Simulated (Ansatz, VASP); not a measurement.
# One calculation of Mn, two programs

```
CELL_PARAMETERS angstrom
-1.39820 1.39820 1.39820
1.39820 -1.39820 1.39820
1.39820 1.39820 -1.39820
ATOMIC_POSITIONS crystal
Mn 0.00000 0.00000 0.00000
```

Alike in both runs: functional PBE; k mesh 20 × 20 × 20; occupations fermi-dirac, width 0.03 eV; collinear spin.

Ansatz relaxed the structure, and its values are those at the end. VASP's run is a single point on that final structure, the one shown.

```csv
,VASP,Ansatz
version,VASP 6.6.1,Ansatz 0.2.0
potentials or method,"VASP PAW PBE potentials, release 64 (Mn_pv)","PAW with Ansatz's default frozen-core files, scalar-relativistic"
plane-wave cutoff (eV),520,420
valence electrons in the cell,13,15
```

Ansatz gave:

- pressure (GPa): 0.0
- net moment per atom (μB): 0.86
- size of the moment on the site where the two differ most (μB): 0.85

Problem. What did VASP give for the same quantities?

Solution. Pressure (GPa): 0.0; net moment per atom (μB): 0.87; size of the moment on the site where the two differ most (μB): 0.86.

Site moments also hang on the region over which each program counts them. VASP's potentials hold 13 valence electrons a cell and Ansatz's 15, so a difference there can come from the potentials and not from the codes.
